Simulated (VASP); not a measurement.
# EuSb (P6_3/mmc) in VASP: single point with PBE+U

Aim: the single point of EuSb with PBE+U.

Everything below comes from runs of VASP 6.6.1. Logs are shortened: lines on timing, memory, paths and dates and some standing lists are left out, and cuts for length are marked.

## (1) The cell of the first run

It takes space group P6_3/mmc (No. 194, hexagonal). The conventional cell has a = 5.697 Å, b = 5.697 Å, c = 6.455 Å, α = 90.00°, β = 90.00°, γ = 120.00°. Eu (site symmetry -6m2) has 5 Sb at 3.23 to 3.29 Å within 4.2 Å. Within 4.2 Å of Sb (site symmetry -6m2) lie 5 Eu at 3.23 to 3.29 Å.

## (2) Single point, PBE+U

The input, INCAR:

```
PREC     = Accurate       # precision mode
ENCUT    = 520            # plane-wave cutoff, eV
EDIFF    = 1E-7           # SCF threshold, eV
ISMEAR   = 0              # smearing method
SIGMA    = 0.05           # smearing width, eV
LREAL    = F              # projectors in reciprocal space
LASPH    = T              # aspherical terms in the spheres
NELM     = 150            # most SCF steps
ALGO     = Normal         # electronic algorithm
ISIF     = 2              # what is computed and relaxed
LWAVE    = F              # write WAVECAR
LCHARG   = F              # write CHGCAR
LMAXMIX  = 6              # l up to which the mixer works
LDAU     = T              # DFT+U
LDAUTYPE = 2            
LDAUL    = 3 -1           # shell
LDAUU    = 6 0            # U, eV
LDAUJ    = 0 0          
LDAUPRINT= 1            
GGA      = PE             # functional
NBANDS   = 30             # bands
```

The input, KPOINTS:

```
Automatic mesh
0
Gamma
  6 6 6
```

The input, POSCAR:

```
EuSb
1.0
    5.6974709255      0.0000000000      0.0000000000
   -2.8487354628      4.9341545588      0.0000000000
    0.0000000000      0.0000000000      6.4545864955
Eu Sb
2 2
Direct
    0.6666666667      0.3333333333      0.0626000000
    0.3333333333      0.6666666667      0.5626000000
    0.6666666667      0.3333333333      0.5626000000
    0.3333333333      0.6666666667      0.0626000000
```

Potentials or basis: VASP PAW PBE potentials, release 64 (Eu, Sb).

On the command line:

```sh
$ cat potpaw_PBE.64/Eu/POTCAR potpaw_PBE.64/Sb/POTCAR > POTCAR
$ mpirun -np 1 vasp_std > vasp.out
```

OUTCAR:

```text
PREC = Accurate
   ENCUT = 520
   EDIFF = 1E-7
   ISMEAR = 0
   LREAL = F
   LASPH = T
   NELM = 150
   ISIF = 2
   GGA = PE

 ion  position               nearest neighbor table
   1  0.667  0.333  0.063-   3 3.23   3 3.23   4 3.29   4 3.29   4 3.29
   2  0.333  0.667  0.563-   4 3.23   4 3.23   3 3.29   3 3.29   3 3.29
   3  0.667  0.333  0.563-   1 3.23   1 3.23   2 3.29   2 3.29   2 3.29
   4  0.333  0.667  0.063-   2 3.23   2 3.23   1 3.29   1 3.29   1 3.29

  LATTYP: Found a hexagonal cell.
 ALAT       =     5.6974709255
 C/A-ratio  =     1.1328862543

  Lattice vectors:

 A1 = (   5.6974709255,   0.0000000000,   0.0000000000)
 A2 = (  -2.8487354628,   4.9341545588,   0.0000000000)
 A3 = (   0.0000000000,   0.0000000000,   6.4545864955)

Analysis of symmetry for initial positions (statically):
=====================================================================
 Subroutine PRICEL returns:
 Original cell was already a primitive cell.

 Routine SETGRP: Setting up the symmetry group for a
 hexagonal supercell.

 Subroutine GETGRP returns: Found 24 space group operations
 (whereof  6 operations were pure point group operations)
 out of a pool of 24 trial point group operations.

The static configuration has the point symmetry C_3v.
 The point group associated with its full space group is D_6h.

Analysis of symmetry for dynamics (positions and initial velocities):
=====================================================================
 Subroutine PRICEL returns:
 Original cell was already a primitive cell.

 Routine SETGRP: Setting up the symmetry group for a
 hexagonal supercell.

 Subroutine GETGRP returns: Found 24 space group operations
 (whereof  6 operations were pure point group operations)
 out of a pool of 24 trial point group operations.

The dynamic configuration has the point symmetry C_3v.
 The point group associated with its full space group is D_6h.

 Subroutine INISYM returns: Found 24 space group operations
 (whereof  6 operations are pure point group operations),
 and found     1 'primitive' translations

----------------------------------------------------------------------------------------

                                     Primitive cell

  volume of cell :     181.4526

  direct lattice vectors                    reciprocal lattice vectors
     5.697470926  0.000000000  0.000000000     0.175516473  0.101334483  0.000000000
    -2.848735463  4.934154559  0.000000000     0.000000000  0.202668965  0.000000000
     0.000000000  0.000000000  6.454586496     0.000000000  0.000000000  0.154928592

[... 164 lines left out ...]
  o =  0.9812  v =  0.0000  0.0000  0.0000  0.0000  0.0000  0.0000  0.0000  0.0000 -0.0000  0.0000  1.0000  0.0000  0.0000  0.0000      0.0000  0.0000  0.0000  0.0000  0.0000  0.0000  0.0000  0.0000  0.0000  0.0000  0.0000  0.0000  0.0000  0.0000
  o =  0.9856  v = -0.0000 -0.3867  0.0000 -0.0000  0.0000  0.9222 -0.0000  0.0000  0.0000  0.0000  0.0000  0.0000  0.0000  0.0000      0.0000  0.0000  0.0000  0.0000  0.0000  0.0000  0.0000  0.0000  0.0000  0.0000  0.0000  0.0000  0.0000  0.0000
  o =  0.9856  v =  0.0000  0.0000  0.0000  0.0000  0.0000  0.0000  0.0000 -0.0000 -0.3867  0.0000 -0.0000  0.0000  0.9222 -0.0000      0.0000  0.0000  0.0000  0.0000  0.0000  0.0000  0.0000  0.0000  0.0000  0.0000  0.0000  0.0000  0.0000  0.0000
  o =  0.9856  v =  0.0000  0.0000  0.0000  0.0000  0.0000  0.0000  0.0000  0.0000 -0.9222  0.0000 -0.0000  0.0000 -0.3867 -0.0000      0.0000  0.0000  0.0000  0.0000  0.0000  0.0000  0.0000  0.0000  0.0000  0.0000  0.0000  0.0000  0.0000  0.0000
  o =  0.9856  v =  0.0000 -0.9222  0.0000 -0.0000  0.0000 -0.3867 -0.0000  0.0000  0.0000  0.0000  0.0000  0.0000  0.0000  0.0000      0.0000  0.0000  0.0000  0.0000  0.0000  0.0000  0.0000  0.0000  0.0000  0.0000  0.0000  0.0000  0.0000  0.0000

atom =   2  type =  1  l = 3

 onsite density matrix

spin component  1

  0.2076  0.0000 -0.0000  0.0000  0.0000  0.0000 -0.0000
  0.0000  0.9856 -0.0000  0.0000  0.0000  0.0000 -0.0000
 -0.0000 -0.0000  0.0021  0.0000 -0.0000 -0.0000 -0.0000
  0.0000  0.0000  0.0000  0.9812  0.0000 -0.0000  0.0000
  0.0000  0.0000 -0.0000  0.0000  0.0021 -0.0000 -0.0000
  0.0000  0.0000 -0.0000 -0.0000 -0.0000  0.9856  0.0000
 -0.0000 -0.0000 -0.0000  0.0000 -0.0000  0.0000  0.0054

spin component  2

  0.2076  0.0000 -0.0000  0.0000  0.0000  0.0000 -0.0000
  0.0000  0.9856 -0.0000  0.0000  0.0000  0.0000 -0.0000
 -0.0000 -0.0000  0.0021  0.0000 -0.0000 -0.0000 -0.0000
  0.0000  0.0000  0.0000  0.9812  0.0000 -0.0000  0.0000
  0.0000  0.0000 -0.0000  0.0000  0.0021 -0.0000 -0.0000
  0.0000  0.0000 -0.0000 -0.0000 -0.0000  0.9856  0.0000
 -0.0000 -0.0000 -0.0000  0.0000 -0.0000  0.0000  0.0054

 occupancies and eigenvectors

  o =  0.0021  v = -0.0000 -0.0000  0.7472  0.0000  0.6646  0.0000  0.0000  0.0000  0.0000  0.0000  0.0000  0.0000  0.0000  0.0000      0.0000  0.0000  0.0000  0.0000  0.0000  0.0000  0.0000  0.0000  0.0000  0.0000  0.0000  0.0000  0.0000  0.0000
  o =  0.0021  v =  0.0000  0.0000  0.0000  0.0000  0.0000  0.0000  0.0000 -0.0000 -0.0000  0.7472  0.0000  0.6646  0.0000  0.0000      0.0000  0.0000  0.0000  0.0000  0.0000  0.0000  0.0000  0.0000  0.0000  0.0000  0.0000  0.0000  0.0000  0.0000
  o =  0.0021  v = -0.0000  0.0000 -0.6646 -0.0000  0.7472 -0.0000 -0.0000  0.0000  0.0000  0.0000  0.0000  0.0000  0.0000  0.0000      0.0000  0.0000  0.0000  0.0000  0.0000  0.0000  0.0000  0.0000  0.0000  0.0000  0.0000  0.0000  0.0000  0.0000
  o =  0.0021  v =  0.0000  0.0000  0.0000  0.0000  0.0000  0.0000  0.0000 -0.0000  0.0000 -0.6646 -0.0000  0.7472 -0.0000 -0.0000      0.0000  0.0000  0.0000  0.0000  0.0000  0.0000  0.0000  0.0000  0.0000  0.0000  0.0000  0.0000  0.0000  0.0000
  o =  0.0054  v =  0.0000  0.0000  0.0000  0.0000  0.0000  0.0000  0.0000  0.0000  0.0000 -0.0000  0.0000 -0.0000 -0.0000  1.0000      0.0000  0.0000  0.0000  0.0000  0.0000  0.0000  0.0000  0.0000  0.0000  0.0000  0.0000  0.0000  0.0000  0.0000
  o =  0.0054  v =  0.0000  0.0000 -0.0000  0.0000 -0.0000 -0.0000  1.0000  0.0000  0.0000  0.0000  0.0000  0.0000  0.0000  0.0000      0.0000  0.0000  0.0000  0.0000  0.0000  0.0000  0.0000  0.0000  0.0000  0.0000  0.0000  0.0000  0.0000  0.0000
  o =  0.2076  v =  0.0000  0.0000  0.0000  0.0000  0.0000  0.0000  0.0000  1.0000 -0.0000 -0.0000 -0.0000  0.0000 -0.0000 -0.0000      0.0000  0.0000  0.0000  0.0000  0.0000  0.0000  0.0000  0.0000  0.0000  0.0000  0.0000  0.0000  0.0000  0.0000
  o =  0.2076  v =  1.0000 -0.0000 -0.0000 -0.0000  0.0000 -0.0000 -0.0000  0.0000  0.0000  0.0000  0.0000  0.0000  0.0000  0.0000      0.0000  0.0000  0.0000  0.0000  0.0000  0.0000  0.0000  0.0000  0.0000  0.0000  0.0000  0.0000  0.0000  0.0000
  o =  0.9812  v = -0.0000  0.0000  0.0000 -1.0000  0.0000 -0.0000  0.0000  0.0000  0.0000  0.0000  0.0000  0.0000  0.0000  0.0000      0.0000  0.0000  0.0000  0.0000  0.0000  0.0000  0.0000  0.0000  0.0000  0.0000  0.0000  0.0000  0.0000  0.0000
  o =  0.9812  v =  0.0000  0.0000  0.0000  0.0000  0.0000  0.0000  0.0000 -0.0000  0.0000  0.0000 -1.0000  0.0000 -0.0000  0.0000      0.0000  0.0000  0.0000  0.0000  0.0000  0.0000  0.0000  0.0000  0.0000  0.0000  0.0000  0.0000  0.0000  0.0000
  o =  0.9856  v =  0.0000  0.9986  0.0000  0.0000  0.0000  0.0524  0.0000  0.0000  0.0000  0.0000  0.0000  0.0000  0.0000  0.0000      0.0000  0.0000  0.0000  0.0000  0.0000  0.0000  0.0000  0.0000  0.0000  0.0000  0.0000  0.0000  0.0000  0.0000
  o =  0.9856  v =  0.0000  0.0000  0.0000  0.0000  0.0000  0.0000  0.0000  0.0000  0.9986  0.0000  0.0000  0.0000  0.0524  0.0000      0.0000  0.0000  0.0000  0.0000  0.0000  0.0000  0.0000  0.0000  0.0000  0.0000  0.0000  0.0000  0.0000  0.0000
  o =  0.9856  v =  0.0000  0.0000  0.0000  0.0000  0.0000  0.0000  0.0000 -0.0000  0.0524  0.0000  0.0000 -0.0000 -0.9986  0.0000      0.0000  0.0000  0.0000  0.0000  0.0000  0.0000  0.0000  0.0000  0.0000  0.0000  0.0000  0.0000  0.0000  0.0000
  o =  0.9856  v = -0.0000  0.0524  0.0000  0.0000 -0.0000 -0.9986  0.0000  0.0000  0.0000  0.0000  0.0000  0.0000  0.0000  0.0000      0.0000  0.0000  0.0000  0.0000  0.0000  0.0000  0.0000  0.0000  0.0000  0.0000  0.0000  0.0000  0.0000  0.0000

 number of electron      44.0000007 magnetization

 Free energy of the ion-electron system (eV)
  ---------------------------------------------------
  ext. energy  EPLUGINS =         0.00000000
  ---------------------------------------------------
  free energy    TOTEN  =       -14.13242653 eV

  energy without entropy =      -14.10635364  energy(sigma->0) =      -14.11939009

 E-fermi :   1.6452     XC(G=0):  -7.9015

 val. band max:        1.6415970628   @ k =   0.0000   0.0000   0.0000
 cond. band min:       1.6456215352   @ k =   0.1667   0.0000   0.0000
 fundamental gap:      0.0040244723
 Fermi energy:         1.6452261981

 k-point     1 :       0.0000    0.0000    0.0000
  band No.  band energies     occupation
      1     -39.4524      2.00000
      2     -39.4491      2.00000
      3     -18.6195      2.00000
      4     -18.6195      2.00000
      5     -18.5951      2.00000
      6     -18.5951      2.00000
[... 781 lines left out ...]
     29       4.7104      0.00000
     30       4.7104      0.00000

 [... further k-points ...]

------------------------ aborting loop because EDIFF is reached ----------------------------------------

  FORCE on cell =-STRESS in cart. coord.  units (eV):
  Direction    XX          YY          ZZ          XY          YZ          ZX
  --------------------------------------------------------------------------------------
  -------------------------------------------------------------------------------------
  Total       -3.7756224     -3.7756224     -2.3875408      0.0000000     -0.0000000      0.0000000
  in kB      -33.3377161    -33.3377161    -21.0813339      0.0000000     -0.0000000      0.0000000
  external PRESSURE =     -29.2522554 kB  Pullay stress =       0.0000000 kB

 VOLUME and BASIS-vectors are now :
 -----------------------------------------------------------------------------
  energy-cutoff  :      520.00
  volume of cell :      181.45
      direct lattice vectors                 reciprocal lattice vectors
     5.697470926  0.000000000  0.000000000     0.175516473  0.101334483  0.000000000
    -2.848735463  4.934154559  0.000000000     0.000000000  0.202668965  0.000000000
     0.000000000  0.000000000  6.454586496     0.000000000  0.000000000  0.154928592

 POSITION                                       TOTAL-FORCE (eV/Angst)
 -----------------------------------------------------------------------------------
      2.84874      1.64472      0.40406        -0.000000     -0.000000      0.000000
     -0.00000      3.28944      3.63135         0.000000      0.000000     -0.000000
      2.84874      1.64472      3.63135         0.000000     -0.000000      0.000000
     -0.00000      3.28944      0.40406        -0.000000     -0.000000      0.000000
 -----------------------------------------------------------------------------------
    total drift:                                0.000000     -0.000000     -0.000032

  FREE ENERGIE OF THE ION-ELECTRON SYSTEM (eV)
  ---------------------------------------------------
  free  energy   TOTEN  =       -14.1324265338 eV

  energy  without entropy=      -14.1063536421  energy(sigma->0) =      -14.11939009
```

Run time: 24 min. Hardware: 1 thread of Intel Xeon Platinum 8488C (Sapphire Rapids), shared host; peak memory 0.37 GiB.

Results:

* Free energy: -14.1324 eV
* Pressure: -2.9 GPa
* Band gap on the k mesh: zero (bands 22 and 23 overlap by 0.04 eV)

Stress tensor (GPa, compression positive):
```
-3.33  0.00  0.00
 0.00 -3.33  0.00
 0.00  0.00 -2.11
```

Eigenvalues of the final occupation matrices:
```tsv
site	spin	trace	eigenvalues
site 1 f	1	3.17	0.00 0.00 0.01 0.21 0.98 0.99 0.99
site 1 f	2	3.17	0.00 0.00 0.01 0.21 0.98 0.99 0.99
site 2 f	1	3.17	0.00 0.00 0.01 0.21 0.98 0.99 0.99
site 2 f	2	3.17	0.00 0.00 0.01 0.21 0.98 0.99 0.99
```

Caveat: spin-orbit coupling is left out, which moves the levels of the heavy elements; U without spin polarisation on a metal has little footing. Spin polarisation is off, so any magnetic state and its effect on volume and gap are missing.
